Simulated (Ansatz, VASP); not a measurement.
# Two plane-wave programs on Ti3Al

```xyz
4
Lattice="2.8604 0.0000 0.0000 -1.4302 2.4772 0.0000 0.0000 0.0000 9.0481" Properties=species:S:1:pos:R:3 pbc="T T T"
Ti    1.4302    0.8257    0.0000
Ti    0.0000    1.6514    6.8005
Ti    0.0000    1.6514    2.2477
Al    1.4302    0.8257    4.5241
```

Alike in both runs: functional LDA; k mesh 12 × 12 × 4; occupations gaussian, width 0.1 eV; no spin polarisation.

Ansatz relaxed the structure, and its values are those at the end. VASP's run is a single point on that final structure, the one shown.

|  | VASP | Ansatz |
| --- | --- | --- |
| version | VASP 6.6.1 | Ansatz 0.2.0 |
| potentials or method | VASP PAW LDA potentials, release 64 (Ti_sv, Al), cutoff 520 eV | scalar-relativistic, plane waves, PAW |
| valence electrons in the cell | 39 | 39 |

VASP gave:

| Quantity | Value |
| --- | --- |
| gap on the k mesh at the Fermi level (eV) | none |
| pressure (GPa) | -0.1 |
| rms of the force components (eV/Å) | 0.004 |

What did Ansatz give for the same quantities?

gap on the k mesh at the Fermi level (eV): none; pressure (GPa): 0.0; rms of the force components (eV/Å): 0.000.

Ansatz warns that its potentials were made for another functional, while VASP's fit it. LDA's correlation is that of Perdew and Zunger in VASP and of Perdew and Wang (1992) in Ansatz. A gap of «none» marks a metal or a gap that the smearing closes.
